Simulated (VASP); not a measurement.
# Li3ZrN2 (P6/mmm) in VASP: a series of runs, part 2 of 2

VASP 6.6.1.

## Step 4: Relaxation of cell and atoms, PBE

This run uses another cell than the first one, of 11.23 Å³/atom.

INCAR reads:

```
PREC = Accurate
ENCUT = 600
EDIFF = 1E-7
ISMEAR = 0
SIGMA = 0.1
LREAL = False
LASPH = True
NELM = 100
ALGO = Normal
ISIF = 3
LWAVE = False
LCHARG = False
GGA = PE
IBRION = 2
NSW = 90
EDIFFG = -0.04
```

KPOINTS reads:

```
regular mesh
0
Gamma
  6 6 6
```

POSCAR reads:

```
Li3ZrN2
1.0
    5.1401713800      0.0000000000      0.0000000000
   -2.5700856900      4.4515190000      0.0000000000
    0.0000000000      0.0000000000      2.9445260000
Li Zr N
3 1 2
Direct
    0.5000000000      0.0000000000      0.5000000000
    0.5000000000      0.5000000000      0.5000000000
    0.0000000000      0.5000000000      0.5000000000
    0.0000000000      0.0000000000      0.0000000000
    0.3333333300      0.6666666700      0.0000000000
    0.6666666700      0.3333333300      0.0000000000
```

Potentials or basis: VASP PAW PBE potentials, release 64 (Li_sv, Zr_sv, N).

The run is started by

```console
cat potpaw_PBE.64/Li_sv/POTCAR potpaw_PBE.64/Zr_sv/POTCAR potpaw_PBE.64/N/POTCAR > POTCAR
mpirun -np 1 vasp_std > vasp.out
```

OUTCAR:

```text
PREC = Accurate
   ENCUT = 600
   EDIFF = 1E-7
   ISMEAR = 0
   LREAL = False
   LASPH = True
   NELM = 100
   ISIF = 3
   GGA = PE
   IBRION = 2
   NSW = 90
   EDIFFG = -0.04

 ion  position               nearest neighbor table
   1  0.500  0.000  0.500-   5 2.09   6 2.09   5 2.09   6 2.09   2 2.57   3 2.57   2 2.57   3 2.57
                             4 2.96   4 2.96   4 2.96   4 2.96
   2  0.500  0.500  0.500-   5 2.09   6 2.09   5 2.09   6 2.09   3 2.57   3 2.57   1 2.57   1 2.57
                             4 2.96   4 2.96   4 2.96   4 2.96
   3  0.000  0.500  0.500-   5 2.09   6 2.09   5 2.09   6 2.09   2 2.57   2 2.57   1 2.57   1 2.57
                             4 2.96   4 2.96   4 2.96   4 2.96
   4  0.000  0.000  0.000-   1 2.96   1 2.96   1 2.96   1 2.96   2 2.96   3 2.96   3 2.96   3 2.96
                             3 2.96   2 2.96   2 2.96   2 2.96
   5  0.333  0.667  0.000-   3 2.09   3 2.09   1 2.09   1 2.09   2 2.09   2 2.09
   6  0.667  0.333  0.000-   3 2.09   3 2.09   1 2.09   1 2.09   2 2.09   2 2.09

  LATTYP: Found a hexagonal cell.
 ALAT       =     5.1401713800
 C/A-ratio  =     0.5728458805

  Lattice vectors:

 A1 = (   5.1401713800,   0.0000000000,   0.0000000000)
 A2 = (  -2.5700856900,   4.4515190000,   0.0000000000)
 A3 = (   0.0000000000,   0.0000000000,   2.9445260000)

Analysis of symmetry for initial positions (statically):
=====================================================================
[... 303 lines left out ...]

 number of electron      31.0000013 magnetization

------------------------ aborting loop because EDIFF is reached ----------------------------------------
[... 75 lines left out ...]
--------------------------------------- Ionic step       10  -------------------------------------------

 number of electron      31.0000011 magnetization

 Free energy of the ion-electron system (eV)
  ---------------------------------------------------
  ext. energy  EPLUGINS =         0.00000000
  ---------------------------------------------------
  free energy    TOTEN  =       -31.46012716 eV

  energy without entropy =      -31.43634697  energy(sigma->0) =      -31.44823706

 E-fermi :   6.4296     XC(G=0): -11.1615

 val. band max:        6.4188645845   @ k =   0.3333   0.1667   0.1667
 cond. band min:       6.4473696301   @ k =   0.3333   0.1667   0.3333
 fundamental gap:      0.0285050456
 Fermi energy:         6.4296117125

 k-point     1 :       0.0000    0.0000    0.0000
  band No.  band energies     occupation
      1     -42.2863      2.00000
      2     -38.1460      2.00000
      3     -37.9393      2.00000
      4     -37.9393      2.00000
      5     -20.2907      2.00000
      6     -20.2907      2.00000
[... 505 lines left out ...]
      6     -20.2705      2.00000
[... 11 lines left out ...]
     18       9.1728      0.00000
     19      10.5023      0.00000

 [... further k-points ...]

------------------------ aborting loop because EDIFF is reached ----------------------------------------

  FORCE on cell =-STRESS in cart. coord.  units (eV):
  Direction    XX          YY          ZZ          XY          YZ          ZX
  --------------------------------------------------------------------------------------
  -------------------------------------------------------------------------------------
  Total       -0.1642762     -0.1642762      0.2156454      0.0000000     -0.0000000      0.0000000
  in kB       -4.6121782     -4.6121782      6.0544067      0.0000000     -0.0000000      0.0000000
  external PRESSURE =      -1.0566499 kB  Pullay stress =       0.0000000 kB
[... 21 lines left out ...]
  FREE ENERGIE OF THE ION-ELECTRON SYSTEM (eV)
  ---------------------------------------------------
  free  energy   TOTEN  =       -31.4601271585 eV

  energy  without entropy=      -31.4363469701  energy(sigma->0) =      -31.44823706

 reached required accuracy - stopping structural energy minimisation
```

It took 9.3 min on 1 thread of Oxide Virtual Turin-like, shared host; peak memory 0.21 GiB.

Results:

| Quantity | Value |
| --- | --- |
| Free energy | -31.4601 eV |
| Relaxed volume | 9.51 Å³/atom |
| Relaxed cell | a = 4.506 Å, b = 4.506 Å, c = 3.246 Å, α = 90.00°, β = 90.00°, γ = 120.00° |
| Space group after relaxing (to 0.1 Å) | P6/mmm (No. 191) |
| Energy gained by relaxing | 198.7 meV/atom |
| Ionic steps | 10 |
| Pressure after relaxing | -0.1 GPa |
| Band gap on the k mesh | zero (an odd number of electrons rules out a gap without spin polarisation) |

The path:
| step | energy change (eV) | largest force (eV/Å) | pressure (GPa) | volume (Å³) |
| --- | --- | --- | --- | --- |
| 1 | 0.0000 | 0.0000 | -9.09 | 67.38 |
| 2 | -0.5710 | 0.0000 | -4.18 | 61.29 |
| 3 | 0.2565 | 0.0000 | 45.77 | 44.55 |
| 4 | -0.8534 | 0.0000 | 2.55 | 56.55 |
| 5 | -0.9022 | 0.0000 | 8.78 | 53.58 |
| 6 | -1.1050 | 0.0000 | 8.29 | 53.43 |
| 7 | -1.1053 | 0.0000 | 8.27 | 53.43 |
| 8 | -1.1922 | 0.0000 | -0.44 | 57.24 |
| 9 | -1.1925 | 0.0000 | 0.04 | 56.99 |
| 10 | -1.1925 | 0.0000 | -0.11 | 57.07 |

Final structure:
```
CELL_PARAMETERS angstrom
4.50561 0.00000 0.00000
-2.25281 3.90198 0.00000
0.00000 0.00000 3.24594
ATOMIC_POSITIONS crystal
Li 0.50000 0.00000 0.50000
Li 0.50000 0.50000 0.50000
Li 0.00000 0.50000 0.50000
Zr 0.00000 0.00000 0.00000
N 0.33333 0.66667 0.00000
N 0.66667 0.33333 0.00000
```

Levels at points of the mesh, in eV from the Fermi level:
```tsv
k point	band 13	band 14	band 15	band 16	band 17	band 18	band 19
(0.00, 0.00, 0.00)	-2.02	-0.88	-0.88	0.08	2.89	2.89	4.59
(0.50, 0.00, 0.00)	-1.62	-1.23	-0.76	-0.38	2.63	2.67	3.73
(0.00, 0.00, 0.50)	-2.87	-0.94	-0.94	0.19	0.19	4.19	4.65
(0.50, 0.00, 0.50)	-3.01	-0.75	-0.64	-0.18	1.28	1.62	3.05
```

Caveat: the cutoff is under 1.25 times the usual one of these potentials, so pressure, stress and relaxed cells hold a basis-set (Pulay) error; the volume moved by over 15 % at a fixed basis, so the end points are rough.

## Step 5: Relaxation of cell and atoms, PBE

INCAR reads:

```
  ALGO = Fast
  EDIFF = 1E-6
  EDIFFG = -0.01
  ENCUT = 600
  GGA = PE
  IBRION = 2
  ISIF = 3
  ISMEAR = 0
  LASPH = T
  LCHARG = F
  LREAL = F
  LWAVE = F
  NELM = 100
  NSW = 100
  PREC = Accurate
  SIGMA = 0.1
```

KPOINTS reads:

```
k-points
0
Gamma
  12 12 12
```

POSCAR reads:

```
Li3ZrN2
1.0
    4.4989754626      0.0000000000      0.0000000000
   -2.2494877313      3.8962270416      0.0000000000
    0.0000000000      0.0000000000      3.2562525458
Li Zr N
3 1 2
Direct
    0.5000000000      0.0000000000      0.5000000000
    0.5000000000      0.5000000000      0.5000000000
    0.0000000000      0.5000000000      0.5000000000
    0.0000000000      0.0000000000      0.0000000000
    0.3333333333      0.6666666667      0.0000000000
    0.6666666667      0.3333333333      0.0000000000
```

Potentials or basis: VASP PAW PBE potentials, release 64 (Li_sv, Zr_sv, N).

The run is started by

```console
cat potpaw_PBE.64/Li_sv/POTCAR potpaw_PBE.64/Zr_sv/POTCAR potpaw_PBE.64/N/POTCAR > POTCAR
mpirun -np 1 vasp_std > vasp.out
```

OUTCAR:

```text
EDIFF = 1E-6
   EDIFFG = -0.01
   ENCUT = 600
   GGA = PE
   IBRION = 2
   ISIF = 3
   ISMEAR = 0
   LASPH = T
   LREAL = F
   NELM = 100
   NSW = 100
   PREC = Accurate

 ion  position               nearest neighbor table
   1  0.500  0.000  0.500-   5 2.08   6 2.08   5 2.08   6 2.08   2 2.25   3 2.25   2 2.25   3 2.25
                             4 2.78   4 2.78   4 2.78   4 2.78
   2  0.500  0.500  0.500-   5 2.08   6 2.08   5 2.08   6 2.08   1 2.25   1 2.25   3 2.25   3 2.25
                             4 2.78   4 2.78   4 2.78   4 2.78
   3  0.000  0.500  0.500-   5 2.08   6 2.08   5 2.08   6 2.08   1 2.25   1 2.25   2 2.25   2 2.25
                             4 2.78   4 2.78   4 2.78   4 2.78
   4  0.000  0.000  0.000-   5 2.60   6 2.60   5 2.60   6 2.60   6 2.60   5 2.60   2 2.78   3 2.78
                             3 2.78   2 2.78   3 2.78   3 2.78   2 2.78   2 2.78   1 2.78   1 2.78
   5  0.333  0.667  0.000-   1 2.08   1 2.08   3 2.08   3 2.08   2 2.08   2 2.08   4 2.60   4 2.60
                             4 2.60
   6  0.667  0.333  0.000-   1 2.08   1 2.08   3 2.08   3 2.08   2 2.08   2 2.08   4 2.60   4 2.60
                             4 2.60

  LATTYP: Found a hexagonal cell.
 ALAT       =     4.4989754626
 C/A-ratio  =     0.7237764626

  Lattice vectors:

 A1 = (   4.4989754626,   0.0000000000,   0.0000000000)
 A2 = (  -2.2494877313,   3.8962270416,   0.0000000000)
 A3 = (   0.0000000000,   0.0000000000,   3.2562525458)

Analysis of symmetry for initial positions (statically):
=====================================================================
 Subroutine PRICEL returns:
 Original cell was already a primitive cell.

 Routine SETGRP: Setting up the symmetry group for a
 hexagonal supercell.

 Subroutine GETGRP returns: Found 24 space group operations
 (whereof 24 operations were pure point group operations)
 out of a pool of 24 trial point group operations.

The static configuration has the point symmetry D_6h.

Analysis of symmetry for dynamics (positions and initial velocities):
=====================================================================
 Subroutine PRICEL returns:
 Original cell was already a primitive cell.

 Routine SETGRP: Setting up the symmetry group for a
 hexagonal supercell.

 Subroutine GETGRP returns: Found 24 space group operations
 (whereof 24 operations were pure point group operations)
 out of a pool of 24 trial point group operations.

The dynamic configuration has the point symmetry D_6h.

 Subroutine INISYM returns: Found 24 space group operations
 (whereof 24 operations are pure point group operations),
 and found     1 'primitive' translations

----------------------------------------------------------------------------------------

                                     Primitive cell

  volume of cell :      57.0789

  direct lattice vectors                    reciprocal lattice vectors
     4.498975463  0.000000000  0.000000000     0.222272828  0.128329277  0.000000000
    -2.249487731  3.896227042  0.000000000     0.000000000  0.256658554  0.000000000
     0.000000000  0.000000000  3.256252546     0.000000000  0.000000000  0.307101487

  length of vectors
[... 92 lines left out ...]
   EDIFFG = -.1E-01   stopping-criterion for IOM
   NSW    =    100    number of steps for IOM
   IBRION =      2    ionic relax: 0-MD 1-quasi-New 2-CG
   NFREE  =      1    steps in history (QN), initial steepest desc. (CG)
   ISIF   =      3    stress and relaxation
   ISYM   =      2    0-nonsym 1-usesym 2-fastsym
   POTIM  = 0.5000    time-step for ionic-motion
   TEBEG  =    0.0;   TEEND  =   0.0 temperature during run
   PSTRESS=    0.0 pullay stress
   NELECT =      31.0000    total number of electrons
   NUPDOWN=      -1.0000    fix difference up-down
   EMIN   =  10.00;   EMAX   =-10.00  energy-range for DOS
   EFERMI =   0.00;   METHOD = LEGACY
   ISMEAR =     0;   SIGMA  =   0.10  broadening in eV -4-tet -1-fermi 0-gaus
   EFERMI_NEDOS =   21; number of points for ismear=-14 and -15
   IALGO  =     68    algorithm
   IMIX   =      4    mixing-type and parameters
     AMIX     =   0.40;   BMIX     =  1.00
     AMIX_MAG =   1.60;   BMIX_MAG =  1.00
  volume/ion in A,a.u.               =       9.51        64.20
  Fermi-wavevector in a.u.,A,eV,Ry     =   1.335683  2.524075 24.273462  1.784049
  Thomas-Fermi vector in A             =   2.464368
   LORBIT       =      0    0 simple, 1 ext, 2 COOP (PROOUT), +10 PAW based schemes
   GGA     = PE    functional components
   LHFCALC =     F    Hartree Fock is set to
   AEXX    =    0.0000 exact exchange contribution
   IVDW    =     0    specifies the selected vdW correction
   LEPSILON=     F    determine dielectric tensor
   LRPA    =     F    only Hartree local field effects (RPA)
 conjugate gradient relaxation of ions
 non-spin polarized calculation
 RMM-DIIS sequential band-by-band and
 Gauss-broadening in eV      SIGMA  =   0.10
  energy-cutoff  :      600.00
  volume of cell :       57.08
 maximum number of plane-waves:      1932
 NGX is ok and might be reduce to    36
   NGX = 17   NGY = 17   NGZ = 13

--------------------------------------- Ionic step        1  -------------------------------------------

 number of electron      31.0000009 magnetization

 Free energy of the ion-electron system (eV)
  ---------------------------------------------------
  ext. energy  EPLUGINS =         0.00000000
  ---------------------------------------------------
  free energy    TOTEN  =       -31.42427325 eV

  energy without entropy =      -31.40979210  energy(sigma->0) =      -31.41703268

------------------------ aborting loop EDIFF was not reached (unconverged)  ----------------------------

  FORCE on cell =-STRESS in cart. coord.  units (eV):
  Direction    XX          YY          ZZ          XY          YZ          ZX
  --------------------------------------------------------------------------------------
  -------------------------------------------------------------------------------------
  Total       -0.4465207     -0.4465207      0.1523310      0.0000000     -0.0000000     -0.0000000
  in kB      -12.5336115    -12.5336115      4.2758545      0.0000000     -0.0000000     -0.0000000
  external PRESSURE =      -6.9304561 kB  Pullay stress =       0.0000000 kB
[... 27 lines left out ...]
--------------------------------------- Ionic step        2  -------------------------------------------

 number of electron      31.0000014 magnetization

------------------------ aborting loop EDIFF was not reached (unconverged)  ----------------------------

  FORCE on cell =-STRESS in cart. coord.  units (eV):
  Direction    XX          YY          ZZ          XY          YZ          ZX
  --------------------------------------------------------------------------------------
  -------------------------------------------------------------------------------------
  Total        0.0793235      0.0793235      0.4451489      0.0000000     -0.0000000     -0.0000000
  in kB        2.2399024      2.2399024     12.5699146      0.0000000     -0.0000000     -0.0000000
  external PRESSURE =       5.6832398 kB  Pullay stress =       0.0000000 kB
[... 147 lines left out ...]
--------------------------------------- Ionic step        6  -------------------------------------------

 number of electron      31.0000010 magnetization

 Free energy of the ion-electron system (eV)
  ---------------------------------------------------
  ext. energy  EPLUGINS =         0.00000000
  ---------------------------------------------------
  free energy    TOTEN  =       -31.46134877 eV

  energy without entropy =      -31.44605162  energy(sigma->0) =      -31.45370019

 E-fermi :   6.4183     XC(G=0): -11.1650

 val. band max:        6.4147054105   @ k =   0.2500   0.2500   0.5000
 cond. band min:       6.4204964488   @ k =   0.0833   0.0000   0.0000
 fundamental gap:      0.0057910383
 Fermi energy:         6.4183114215

 k-point     1 :       0.0000    0.0000    0.0000
  band No.  band energies     occupation
      1     -42.2159      2.00000
      2     -38.2185      2.00000
      3     -38.0034      2.00000
      4     -38.0034      2.00000
      5     -20.2233      2.00000
      6     -20.2233      2.00000
[... 505 lines left out ...]
      6     -20.2249      2.00000
[... 11 lines left out ...]
     18       9.5369      0.00000
     19      10.2902      0.00000

 [... further k-points ...]

------------------------ aborting loop because EDIFF is reached ----------------------------------------

  FORCE on cell =-STRESS in cart. coord.  units (eV):
  Direction    XX          YY          ZZ          XY          YZ          ZX
  --------------------------------------------------------------------------------------
  -------------------------------------------------------------------------------------
  Total        0.0021297      0.0021297     -0.0094772      0.0000000     -0.0000000      0.0000000
  in kB        0.0598191      0.0598191     -0.2662035      0.0000000     -0.0000000      0.0000000
  external PRESSURE =      -0.0488551 kB  Pullay stress =       0.0000000 kB
[... 21 lines left out ...]
  FREE ENERGIE OF THE ION-ELECTRON SYSTEM (eV)
  ---------------------------------------------------
  free  energy   TOTEN  =       -31.4613487726 eV

  energy  without entropy=      -31.4460516166  energy(sigma->0) =      -31.45370019

 reached required accuracy - stopping structural energy minimisation
```

Run time: 78 min. Hardware: 1 thread of Oxide Virtual Turin-like, shared host; peak memory 0.3 GiB.

Results:

* Free energy: -31.4613 eV
* Relaxed volume: 9.51 Å³/atom
* Relaxed cell: a = 4.481 Å, b = 4.481 Å, c = 3.280 Å, α = 90.00°, β = 90.00°, γ = 120.00°
* Space group after relaxing (to 0.1 Å): P6/mmm (No. 191)
* Energy gained by relaxing: 6.2 meV/atom
* Ionic steps: 6
* Pressure after relaxing: 0.0 GPa
* Band gap on the k mesh: zero (an odd number of electrons rules out a gap without spin polarisation)

Step by step:
| step | energy change (eV) | largest force (eV/Å) | pressure (GPa) | volume (Å³) |
| --- | --- | --- | --- | --- |
| 1 | 0.0000 | 0.0000 | -0.69 | 57.08 |
| 2 | -0.0298 | 0.0000 | 0.57 | 56.74 |
| 3 | -0.0358 | 0.0000 | 0.57 | 56.74 |
| 4 | -0.0368 | 0.0000 | 0.39 | 56.84 |
| 5 | -0.0369 | 0.0000 | 0.33 | 56.87 |
| 6 | -0.0371 | 0.0000 | 0.00 | 57.04 |

Final structure:
```cif
data_structure
_symmetry_space_group_name_H-M 'P 1'
_symmetry_Int_Tables_number 1
_cell_length_a 4.4814
_cell_length_b 4.4814
_cell_length_c 3.2796
_cell_angle_alpha 90.000
_cell_angle_beta 90.000
_cell_angle_gamma 120.000
_cell_volume 57.04
loop_
_atom_site_label
_atom_site_type_symbol
_atom_site_fract_x
_atom_site_fract_y
_atom_site_fract_z
_atom_site_occupancy
Li1 Li 0.50000 0.00000 0.50000 1
Li2 Li 0.50000 0.50000 0.50000 1
Li3 Li 0.00000 0.50000 0.50000 1
Zr1 Zr 0.00000 0.00000 0.00000 1
N1 N 0.33333 0.66667 0.00000 1
N2 N 0.66667 0.33333 0.00000 1
```

Levels at points of the mesh, in eV from the Fermi level:
```csv
k point,band 12,band 13,band 14,band 15,band 16,band 17,band 18,band 19
"(0.00, 0.00, 0.00)",-2.19,-1.94,-0.80,-0.80,0.05,2.89,2.89,4.78
"(0.50, 0.00, 0.00)",-1.99,-1.56,-1.17,-0.82,-0.32,2.66,2.76,3.78
"(0.00, 0.00, 0.50)",-3.54,-2.81,-0.84,-0.84,0.23,0.23,4.18,4.72
"(0.50, 0.00, 0.50)",-3.02,-3.01,-0.65,-0.62,-0.14,1.26,1.78,3.15
```

Caveat: the cutoff is under 1.25 times the usual one of these potentials, so pressure, stress and relaxed cells hold a basis-set (Pulay) error.

## Step 6: The runs side by side

| task | cell | k mesh | cutoff (eV) | gap on the mesh (eV) | pressure (GPa) | relaxed volume (Å³/atom) |
| --- | --- | --- | --- | --- | --- | --- |
| single point | a = 4.499, b = 4.499, c = 3.256 Å, angles 90.0, 90.0, 120.0°, 6 atoms | 6 × 6 × 6 | 520 | none | - | - |
| single point | a = 5.140, b = 5.140, c = 2.945 Å, angles 90.0, 90.0, 120.0°, 6 atoms | 6 × 6 × 6 | 520 | none | - | - |
| relaxation of cell and atoms | relaxed from a = 5.140, b = 5.140, c = 2.945 Å, angles 90.0, 90.0, 120.0°, 6 atoms | 6 × 6 × 6 | 600 | none | -0.1 | 9.51 |
| relaxation of cell and atoms | relaxed from a = 4.499, b = 4.499, c = 3.256 Å, angles 90.0, 90.0, 120.0°, 6 atoms | 12 × 12 × 12 | 600 | none | 0.0 | 9.51 |

Alike in all rows: level PBE; potentials or basis VASP PAW PBE potentials, release 64 (Li_sv, Zr_sv, N); no spin polarisation; smearing gaussian 0.1 eV.

Caveats: the cutoff is under 1.25 times the usual one of these potentials, so pressure, stress and relaxed cells hold a basis-set (Pulay) error; the volume moved by over 15 % at a fixed basis, so the end points are rough (at least some runs).

Absolute energies hang on the potentials; compare differences alone.

The gap in the log of VASP goes by the Fermi energy; the results here count the filled bands.